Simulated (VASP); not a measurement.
# HfC (Fm-3m) in VASP: further runs, part 2 of 2

VASP 6.6.1.

## Step 3: Vibrations by perturbation theory, LDA

This run uses another cell than the first one, of 12.65 Å³/atom, 1.192 times its volume.

INCAR reads:

```
SYSTEM = HfC
  PREC = Accurate
  ENCUT = 520
  EDIFF = 1E-8
  ISMEAR = -1
  SIGMA = 0.15
  LREAL = .FALSE.
  LASPH = .TRUE.
  NELM = 60
  ALGO = Normal
  ISIF = 2
  LWAVE = .FALSE.
  LCHARG = .FALSE.
  GGA = CA
  IBRION = 8
  NSW = 1
```

KPOINTS reads:

```
Automatic mesh
0
G
  16 16 16
  0 0 0
```

POSCAR reads:

```
HfC
1.0
    0.0000000000      2.3298000000      2.3298000000
    2.3298000000      0.0000000000      2.3298000000
    2.3298000000      2.3298000000      0.0000000000
Hf C
1 1
Direct
    0.0000000000      0.0000000000      0.0000000000
    0.5000000000      0.5000000000      0.5000000000
```

Potentials or basis: VASP PAW LDA potentials, release 64 (Hf_pv, C).

The run is started by

```console
$ cat potpaw_LDA.64/Hf_pv/POTCAR potpaw_LDA.64/C/POTCAR > POTCAR
$ mpirun -np 1 vasp_std > vasp.out
```

OUTCAR:

```text
SYSTEM = HfC
   PREC = Accurate
   ENCUT = 520
   EDIFF = 1E-8
   ISMEAR = -1
   LREAL = .FALSE.
   LASPH = .TRUE.
   NELM = 60
   ISIF = 2
   GGA = CA
   IBRION = 8
   NSW = 1

 ion  position               nearest neighbor table
   1  0.000  0.000  0.000-   2 2.33   2 2.33   2 2.33   2 2.33   2 2.33   2 2.33
   2  0.500  0.500  0.500-   1 2.33   1 2.33   1 2.33   1 2.33   1 2.33   1 2.33

  LATTYP: Found a face centered cubic cell.
 ALAT       =     4.6596000000

  Lattice vectors:

 A1 = (   0.0000000000,   2.3298000000,   2.3298000000)
 A2 = (   2.3298000000,   0.0000000000,   2.3298000000)
 A3 = (   2.3298000000,   2.3298000000,   0.0000000000)

Analysis of symmetry for initial positions (statically):
=====================================================================
 Subroutine PRICEL returns:
 Original cell was already a primitive cell.

 Routine SETGRP: Setting up the symmetry group for a
 face centered cubic supercell.

[... 563 lines left out ...]

 INTERNAL STRAIN TENSOR  FOR ION    2  DIRECTION 1   (eV/Angst):
 -----------------------------------------------------------------------------
    -0.00731 -0.00000 -0.00000
    -0.00000  0.00251  0.00000
     0.00000  0.00000  0.00251

 INTERNAL STRAIN TENSOR FOR ION    2 for displacements in x,y,z  (eV/Angst):
          X           Y           Z          XY          YZ          ZX
  --------------------------------------------------------------------------------
  x     0.00000     0.00000     0.00000     0.00000     0.00000     0.00000
  y     0.00000     0.00000     0.00000     0.00000     0.00000     0.00000
  z     0.00000     0.00000     0.00000     0.00000     0.00000     0.00000

 SECOND DERIVATIVES (NOT SYMMETRIZED)
 ------------------------------------
               1X          1Y          1Z          2X          2Y          2Z
  1X    -6.966349    0.000000    0.000000    6.966349    0.000000    0.000000
  1Y     0.000000   -6.966349    0.000000    0.000000    6.966349    0.000000
  1Z     0.000000    0.000000   -6.966349    0.000000    0.000000    6.966349
  2X     6.960636    0.000000    0.000000   -6.960636    0.000000    0.000000
  2Y     0.000000    6.960636    0.000000    0.000000   -6.960636    0.000000
  2Z     0.000000    0.000000    6.960636    0.000000    0.000000   -6.960636

 Eigenvectors and eigenvalues of the dynamical matrix
 ----------------------------------------------------

   1 f  =   12.295283 THz    77.253542 2PiTHz  410.126497 cm-1    50.849182 meV
             X         Y         Z           dx          dy          dz
      0.000000  0.000000  0.000000     0.000000    0.251193    0.000000
      2.329800  2.329800  2.329800     0.000000   -0.967937    0.000000
[... 21 lines left out ...]
   6 f/i=    0.001226 THz     0.007705 2PiTHz    0.040903 cm-1     0.005071 meV
             X         Y         Z           dx          dy          dz
      0.000000  0.000000  0.000000     0.000000   -0.967937    0.000000
      2.329800  2.329800  2.329800     0.000000   -0.251193    0.000000

--------------------------------------------------------------------------------------------------------

 ELASTIC MODULI CONTR FROM IONIC RELAXATION (kBar)
 Direction    XX          YY          ZZ          XY          YZ          ZX
 --------------------------------------------------------------------------------
 XX           0.0000      0.0000      0.0000      0.0000      0.0000      0.0000
 YY           0.0000      0.0000      0.0000      0.0000      0.0000      0.0000
 ZZ           0.0000      0.0000      0.0000      0.0000      0.0000      0.0000
 XY           0.0000      0.0000      0.0000      0.0000      0.0000      0.0000
 YZ           0.0000      0.0000      0.0000      0.0000      0.0000      0.0000
 ZX           0.0000      0.0000      0.0000      0.0000      0.0000      0.0000
 --------------------------------------------------------------------------------
```

OSZICAR:

```text
N       E                     dE             d eps       ncg     rms          rms(c)
DAV:   1     0.240469895586E+02    0.24047E+02   -0.78537E+03  3190   0.121E+03
DAV:   2    -0.242344304661E+02   -0.48281E+02   -0.45612E+02  4233   0.217E+02
[... 41 lines left out ...]
RMM:   4    -0.118924611065E+00   -0.92462E-03   -0.61728E-04 11430   0.147E-01    0.376E-02
RMM:   5    -0.118902223806E+00    0.22387E-04   -0.30039E-05 12626   0.358E-02    0.134E-02
RMM:   6    -0.118898110977E+00    0.41128E-05   -0.15816E-06 13034   0.771E-03    0.379E-03
RMM:   7    -0.118891601487E+00    0.65095E-05   -0.17160E-07 12622   0.316E-03    0.224E-03
RMM:   8    -0.118893973562E+00   -0.23721E-05    0.83511E-10 13548   0.679E-04    0.352E-04
RMM:   9    -0.118895239150E+00   -0.12656E-05   -0.31388E-09 13075   0.190E-04    0.206E-04
RMM:  10    -0.118895231506E+00    0.76443E-08    0.42386E-09 14097   0.488E-05    0.591E-05
 Linear response finished
```

stdout:

```text
POSCAR found type information on POSCAR HfC
 POSCAR found :  2 types and       2 ions
 scaLAPACK will be used
 LDA part: xc-table for (Slater(with rela. corr.)+CA(PZ))
 , standard interpolation
 POSCAR, INCAR and KPOINTS ok, starting setup
 FFT: planning ... GRIDC
 FFT: planning ... GRID_SOFT
 FFT: planning ... GRID
 WAVECAR not read
 entering main loop
 Linear response reoptimize wavefunctions to high precision
 Linear response DOF=           2
 Linear response progress:
 first order change of Fermi-energy  -0.10860E-04
 force on displaced ion       1 direction 1 :  -6.966   0.000   0.000
 Linear response progress:
 first order change of Fermi-energy   0.45952E-03
 force on displaced ion       2 direction 1 :  -6.961   0.000   0.000
 Linear response finished
```

Run time: 3 min. Hardware: 1 thread of Intel Xeon 6975P-C (Granite Rapids), shared host; peak memory 0.35 GiB.

Results:

* Highest phonon frequency at Γ, LO-TO splitting left out: 410 cm⁻¹

Phonon frequencies in cm⁻¹ (negative: imaginary):
```csv
q point,frequencies
"(0.000, 0.000, 0.000)",0 0 0 410 410 410
```

Caveat: the cell wasn't relaxed at this level first, which shifts response properties; spin-orbit coupling is left out, which moves the levels of the heavy elements.
